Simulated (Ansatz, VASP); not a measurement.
# One calculation of Cs, two programs

File POSCAR:

```
Cs
1.0
   -3.1348857123      3.1348857123      3.1348857123
    3.1348857123     -3.1348857123      3.1348857123
    3.1348857123      3.1348857123     -3.1348857123
Cs
1
Direct
    0.0000000000      0.0000000000      0.0000000000
```

INCAR.step1

```
SYSTEM = Cs
PREC = Accurate ; ENCUT = 520
ISMEAR = -1 ; SIGMA = 0.3
LREAL = .FALSE. ; LASPH = .TRUE.
NELM = 60 ; NBANDS = 10
GGA = PE ; ALGO = Normal
EDIFF = 1E-4 ; LWAVE = .TRUE.
LCHARG = .FALSE.
```

File INCAR.step2:

```
SYSTEM = Cs
PREC = Accurate ; ENCUT = 520
EDIFF = 1E-6 ; ISMEAR = -1
SIGMA = 0.3 ; LREAL = .FALSE.
LASPH = .TRUE. ; NELM = 60
ALGO = Normal ; ISIF = 2
LWAVE = .FALSE. ; LCHARG = .FALSE.
METAGGA = R2SCAN ; LMIXTAU = .TRUE.
NBANDS = 10 ; ISTART = 1
```

File KPOINTS:

```
Automatic mesh
0
G
  7 7 7
  0 0 0
```

Input for Ansatz:

```yaml
crystal:
  lattice:
    - [-3.1348857123, 3.1348857123, 3.1348857123]
    - [3.1348857123, -3.1348857123, 3.1348857123]
    - [3.1348857123, 3.1348857123, -3.1348857123]
  atoms:
    - { symbol: Cs, position: [0.0, 0.0, 0.0] }
hamiltonian:
  xc: r2scan
  pseudopotentials:
    kind: paw
    azcp:
      Cs: "pseudopotentials/Cs.paw.azcp"
basis:
  ecutwfc: 500
  fft_grid_basis: typed
kpoints:
  mp_grid: { grid: [7, 7, 7], shift: [0, 0, 0] }
magnetization:
  spin_polarized: false
scf:
  occupations: { method: fermi_dirac, width: 0.3 }
  lower_state_search: "off"
output:
  stress: true
```

Alike in both runs: task single point; functional r2SCAN; k mesh 7 × 7 × 7; occupations fermi-dirac, width 0.3 eV; no spin polarisation.

|  | VASP | Ansatz |
| --- | --- | --- |
| version | VASP 6.6.1 | Ansatz 0.2.0 |
| potentials or method | VASP PAW PBE potentials, release 64 (Cs_sv), cutoff 520 eV | plane waves (500 eV) with PAW, scalar-relativistic |
| valence electrons in the cell | 9 | 9 |

```csv
,VASP,Ansatz,Ansatz less VASP
pressure (GPa),0.0,0.0,+0.01
```

VASP's potentials were made for PBE, not for r2SCAN.

Neither program's run includes spin-orbit coupling.
